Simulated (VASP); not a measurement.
# K2LiAlF6 in VASP: further runs, part 2 of 2

VASP 6.6.1. Earlier steps stand in the parts before.

## 3. Single point, PBE

INCAR

```
ALGO = Normal ; EDIFF = 1E-6
ENCUT = 520 ; GGA = PE
ISIF = 2 ; ISMEAR = 0
LASPH = T ; LCHARG = F
LREAL = F ; LWAVE = F
NBANDS = 44 ; NELM = 60
PREC = Accurate ; SIGMA = 0.1
```

KPOINTS

```
k-points
0
Gamma
  3 3 3
```

POSCAR

```
K2LiAlF6
1.0
    5.6357970000      0.1533100000     -0.3727460000
   -0.7756520000      4.7644250000     -0.5528970000
   -0.4225420000      0.7261780000      4.4574790000
K Li Al F
2 1 1 6
Direct
    0.4836952715      0.9380438846      0.2733213387
    0.0258385105      0.3339855418      0.9835875403
    0.0627458812      0.8015509167      0.4998969986
    0.5595954709      0.3688201517      0.7456924708
    0.0971068023      0.9074697830      0.0956815484
    1.0045856720      0.2010159298      0.4859079304
    0.6947621797      0.3910040060      0.1108471325
    0.3076668804      0.5483124583      0.7636103080
    0.3087265085      0.2766929537      0.3385923467
    0.6295395867      1.0848076252      0.8430146826
```

Potentials or basis: VASP PAW PBE potentials, release 64 (K_sv, Li_sv, Al, F).

The run is started by

```sh
$ cat potpaw_PBE.64/K_sv/POTCAR potpaw_PBE.64/Li_sv/POTCAR potpaw_PBE.64/Al/POTCAR potpaw_PBE.64/F/POTCAR > POTCAR
$ mpirun -np 1 vasp_std > vasp.out
```

OUTCAR:

```text
EDIFF = 1E-6
   ENCUT = 520
   GGA = PE
   ISIF = 2
   ISMEAR = 0
   LASPH = T
   LREAL = F
   NELM = 60
   PREC = Accurate

 ion  position               nearest neighbor table
   1  0.484  0.938  0.273-   9 2.08   5 2.20  10 2.28   7 2.50  10 2.70   3 2.73   4 3.03   4 3.13
                             4 3.42   2 3.47   2 3.78
   2  0.026  0.334  0.984-   7 2.10   9 2.12   8 2.14   5 2.18   6 2.35   6 2.37  10 2.42   4 2.71
                             5 2.83   3 3.07   4 3.34   1 3.47   1 3.78
   3  0.063  0.802  0.500-   5 1.91   6 2.00   8 2.15   1 2.73   2 3.07
   4  0.560  0.369  0.746-  10 1.51   7 1.72   8 1.77   9 2.18   2 2.71   1 3.03   1 3.13   2 3.34
                             1 3.42
   5  0.097  0.907  0.096-   3 1.91   2 2.18   1 2.20   2 2.83
   6  0.005  0.201  0.486-   3 2.00   2 2.35   2 2.37
   7  0.695  0.391  0.111-   4 1.72   2 2.10   1 2.50
   8  0.308  0.548  0.764-   4 1.77   2 2.14   3 2.15
   9  0.309  0.277  0.339-   1 2.08   2 2.12   4 2.18
  10  0.630  0.085  0.843-   4 1.51   1 2.28   2 2.42   1 2.70
[... 203 lines left out ...]
  band No.  band energies     occupation
      1     -43.4410      2.00000
      2     -26.5703      2.00000
      3     -25.2628      2.00000
      4     -23.7233      2.00000
      5     -22.2552      2.00000
      6     -21.6731      2.00000
[... 647 lines left out ...]
     43      12.0019      0.00000
     44      12.5866      0.00000

------------------------ aborting loop because EDIFF is reached ----------------------------------------

  FORCE on cell =-STRESS in cart. coord.  units (eV):
  Direction    XX          YY          ZZ          XY          YZ          ZX
  --------------------------------------------------------------------------------------
  -------------------------------------------------------------------------------------
  Total       29.4328049     27.3239123     16.8125256     -1.9490778     -0.8570365     -5.6304910
  in kB      386.6007046    358.9003425    220.8329876    -25.6011908    -11.2571981    -73.9566551
  external PRESSURE =     322.1113449 kB  Pullay stress =       0.0000000 kB

 VOLUME and BASIS-vectors are now :
 -----------------------------------------------------------------------------
  energy-cutoff  :      520.00
  volume of cell :      121.98
      direct lattice vectors                 reciprocal lattice vectors
     5.635797000  0.153310000 -0.372746000     0.177400199  0.030260301  0.011886690
    -0.775652000  4.764425000 -0.552897000    -0.007821577  0.204660316 -0.034083114
    -0.422542000  0.726178000  4.457479000     0.013864493  0.027916112  0.221108448

 POSITION                                       TOTAL-FORCE (eV/Angst)
 -----------------------------------------------------------------------------------
      1.88292      4.74188      0.51939         2.894923     -3.105398      0.962275
     -0.52904      2.30947      4.19003         0.249984      0.506304     -0.821384
     -0.47933      4.19156      1.76172        -0.052153      0.742346     -0.376621
      2.55260      2.38451      2.91140        -5.902758      5.126745     -3.365081
     -0.19704      4.40794     -0.11144        -0.930884     -3.557600     -0.113267
     -0.33539      1.31128      2.05307        -4.156271     -1.354302      2.353801
      3.56542      2.04992      0.01894        -2.827912      5.570798      1.946964
      0.98599      3.21408      2.98593         3.146667      1.968506     -1.447573
      1.38223      1.61149      1.24121         5.496067      4.199450      2.274432
      3.12597      1.11275      3.47617         2.082335    -10.096848     -1.413547
 -----------------------------------------------------------------------------------
    total drift:                                0.001479      0.001017      0.000424

  FREE ENERGIE OF THE ION-ELECTRON SYSTEM (eV)
  ---------------------------------------------------
  free  energy   TOTEN  =       -37.2171595868 eV

  energy  without entropy=      -37.2171595863  energy(sigma->0) =      -37.21715959
```

OSZICAR:

```text
N       E                     dE             d eps       ncg     rms          rms(c)
DAV:   1     0.575096666301E+03    0.57510E+03   -0.36083E+04  1232   0.151E+03
DAV:   2    -0.393319229431E+01   -0.57903E+03   -0.55442E+03  1464   0.412E+02
DAV:   3    -0.425870415993E+02   -0.38654E+02   -0.38446E+02  1640   0.104E+02
DAV:   4    -0.453761606894E+02   -0.27891E+01   -0.27806E+01  2152   0.187E+01
DAV:   5    -0.454337327762E+02   -0.57572E-01   -0.57566E-01  1492   0.250E+00    0.207E+01
DAV:   6    -0.375638901087E+02    0.78698E+01   -0.24459E+01  1344   0.317E+01    0.133E+01
DAV:   7    -0.373436540069E+02    0.22024E+00   -0.22027E+00  1632   0.783E+00    0.777E+00
DAV:   8    -0.372340025277E+02    0.10965E+00   -0.72915E-01  1456   0.564E+00    0.126E+00
DAV:   9    -0.372139397147E+02    0.20063E-01   -0.22867E-01  1552   0.251E+00    0.543E-01
DAV:  10    -0.372142927297E+02   -0.35302E-03   -0.23939E-02  1508   0.817E-01    0.311E-01
DAV:  11    -0.372164022150E+02   -0.21095E-02   -0.29529E-03  1464   0.328E-01    0.145E-01
DAV:  12    -0.372170385371E+02   -0.63632E-03   -0.10572E-03  1376   0.190E-01    0.520E-02
DAV:  13    -0.372171322557E+02   -0.93719E-04   -0.13644E-04  1528   0.647E-02    0.216E-02
DAV:  14    -0.372171566485E+02   -0.24393E-04   -0.33932E-05  1432   0.336E-02    0.877E-03
DAV:  15    -0.372171589619E+02   -0.23134E-05   -0.55050E-06  1424   0.145E-02    0.400E-03
DAV:  16    -0.372171595868E+02   -0.62492E-06   -0.11852E-06   928   0.678E-03
   1 F= -.37217160E+02 E0= -.37217160E+02  d E =-.501376E-09
```

It took 2.3 min on 1 thread of AMD EPYC 7R13, shared host; peak memory 0.26 GiB.

Results:

```
Free energy            : -37.2172 eV
Largest force          : 10.406 eV/Å
Band gap on the k mesh : 0.82 eV, indirect (least direct gap 0.85 eV)
```

Forces on the atoms (eV/Å):
```
K     2.895  -3.105   0.962
K     0.250   0.506  -0.821
Li   -0.052   0.742  -0.377
Al   -5.903   5.127  -3.365
F    -0.931  -3.558  -0.113
F    -4.156  -1.354   2.354
F    -2.828   5.571   1.947
F     3.147   1.969  -1.448
F     5.496   4.199   2.274
F     2.082 -10.097  -1.414
```

Levels at points of the mesh, in eV from the valence-band top:
```csv
k point,band 29,band 30,band 31,band 32,band 33,band 34,band 35,band 36,band 37,band 38
"(0.00, 0.00, 0.00)",-1.90,-1.64,-1.38,-0.84,-0.03,0.82,5.93,6.38,7.65,8.33
```

Caveat: the k points lie up to 0.47 Å⁻¹ apart; the cutoff is under 1.25 times the usual one of these potentials, so pressure, stress and relaxed cells hold a basis-set (Pulay) error.

## 4. Single point, PBE

INCAR

```
SYSTEM = K2LiAlF6
PREC = Accurate
ENCUT = 520
EDIFF = 1E-7
ISMEAR = 0
SIGMA = 0.1
LREAL = .FALSE.
LASPH = .TRUE.
NELM = 80
ALGO = Normal
ISIF = 2
LWAVE = .FALSE.
LCHARG = .FALSE.
GGA = PE
NBANDS = 44
```

KPOINTS

```
Automatic mesh
0
G
  3 3 3
  0 0 0
```

POSCAR

```
K2LiAlF6
1.0
    5.6357970000      0.1533100000     -0.3727460000
   -0.7756520000      4.7644250000     -0.5528970000
   -0.4225420000      0.7261780000      4.4574790000
K Li Al F
2 1 1 6
Direct
    0.5036078887      0.8716946979      0.3294562262
    0.0007060630      0.3215573101      0.9579015973
    0.0034437352      0.7612627411      0.3526873653
    0.5063448377      0.4144299904      0.7499189814
    0.1073774201      0.8542758215      0.0308504073
    1.0263042296      0.2567807299      0.4758788749
    0.7501450486      0.4209577344      0.1741400991
    0.2821466584      0.5497041313      0.7712089734
    0.4285743664      0.2336817065      0.4167122930
    0.6231298906      1.0792861440      0.8566275344
```

Potentials or basis: VASP PAW PBE potentials, release 64 (K_sv, Li_sv, Al, F).

The run is started by

```sh
$ cat potpaw_PBE.64/K_sv/POTCAR potpaw_PBE.64/Li_sv/POTCAR potpaw_PBE.64/Al/POTCAR potpaw_PBE.64/F/POTCAR > POTCAR
$ mpirun -np 1 vasp_std > vasp.out
```

OUTCAR:

```text
SYSTEM = K2LiAlF6
   PREC = Accurate
   ENCUT = 520
   EDIFF = 1E-7
   ISMEAR = 0
   LREAL = .FALSE.
   LASPH = .TRUE.
   NELM = 80
   ISIF = 2
   GGA = PE

 ion  position               nearest neighbor table
   1  0.504  0.872  0.329-   9 1.94   5 2.43  10 2.47  10 2.61   8 2.82   3 2.83   4 2.84   3 2.93
                             4 3.34   4 3.55
   2  0.001  0.322  0.958-   7 1.96   8 2.08   6 2.26  10 2.30   6 2.34   5 2.41   5 2.61   3 2.87
                             4 2.89   4 3.12   3 3.17
   3  0.003  0.761  0.353-   5 1.67   7 2.16   1 2.83   2 2.87   1 2.93   2 3.17
   4  0.506  0.414  0.750-   8 1.52   9 1.76  10 1.84   7 2.19   1 2.84   2 2.89   2 3.12   1 3.34
                             1 3.55
[... 876 lines left out ...]
 VOLUME and BASIS-vectors are now :
 -----------------------------------------------------------------------------
  energy-cutoff  :      520.00
  volume of cell :      121.98
      direct lattice vectors                 reciprocal lattice vectors
     5.635797000  0.153310000 -0.372746000     0.177400199  0.030260301  0.011886690
    -0.775652000  4.764425000 -0.552897000    -0.007821577  0.204660316 -0.034083114
    -0.422542000  0.726178000  4.457479000     0.013864493  0.027916112  0.221108448

 POSITION                                       TOTAL-FORCE (eV/Angst)
 -----------------------------------------------------------------------------------
      2.02289      4.46958      0.79887         2.252443     -4.157111     -0.940801
     -0.65019      2.22775      4.09177         3.052313     -2.386024     -0.129733
     -0.72009      3.88362      1.14991        -0.251334     -0.109472      0.573959
      2.21533      2.59672      2.92487         6.252301     -6.429947      1.540332
     -0.07050      4.10900     -0.37484        -0.203511     -0.081075      0.009727
     -0.25201      1.57302      1.96944        -0.184655     -1.671268      0.225359
      3.82757      2.24708      0.26387        -6.196741      4.363751     -0.228404
      0.83787      3.22231      3.02855        -1.410680      5.116560     -0.973283
      2.05802      1.48167      1.56853        -1.966119      6.090548      0.226433
      3.08837      1.09535      3.54229        -1.344016     -0.735962     -0.303589
 -----------------------------------------------------------------------------------
    total drift:                                0.001051     -0.001642      0.001112

  FREE ENERGIE OF THE ION-ELECTRON SYSTEM (eV)
  ---------------------------------------------------
  free  energy   TOTEN  =       -37.7531360541 eV

  energy  without entropy=      -37.7531360541  energy(sigma->0) =      -37.75313605
```

stdout:

```text
POSCAR found type information on POSCAR K LiAlF
 POSCAR found :  4 types and      10 ions
 scaLAPACK will be used
 LDA part: xc-table for (Slater+PW92), standard interpolation
 POSCAR, INCAR and KPOINTS ok, starting setup
 FFT: planning ... GRIDC
 FFT: planning ... GRID_SOFT
 FFT: planning ... GRID
 WAVECAR not read
 entering main loop
```

Run time: 2.3 min. Hardware: 1 thread of AMD EPYC 7R13, shared host; peak memory 0.26 GiB.

Results:

- Free energy: -37.7531 eV
- Largest force: 9.100 eV/Å
- Band gap on the k mesh: 1.38 eV, direct

Forces on the atoms (eV/Å):
```
K    2.252 -4.157 -0.941
K    3.052 -2.386 -0.130
Li  -0.251 -0.109  0.574
Al   6.252 -6.430  1.540
F   -0.204 -0.081  0.010
F   -0.185 -1.671  0.225
F   -6.197  4.364 -0.228
F   -1.411  5.117 -0.973
F   -1.966  6.091  0.226
F   -1.344 -0.736 -0.304
```

Levels at points of the mesh, in eV from the valence-band top:
```
           k point  band 29  band 30  band 31  band 32  band 33  band 34  band 35  band 36  band 37  band 38
(0.00, 0.00, 0.00)    -1.71    -1.51    -0.87    -0.16     0.00     1.38     6.09     6.65     7.70     8.24
```

Caveat: the k points lie up to 0.47 Å⁻¹ apart; the cutoff is under 1.25 times the usual one of these potentials, so pressure, stress and relaxed cells hold a basis-set (Pulay) error.
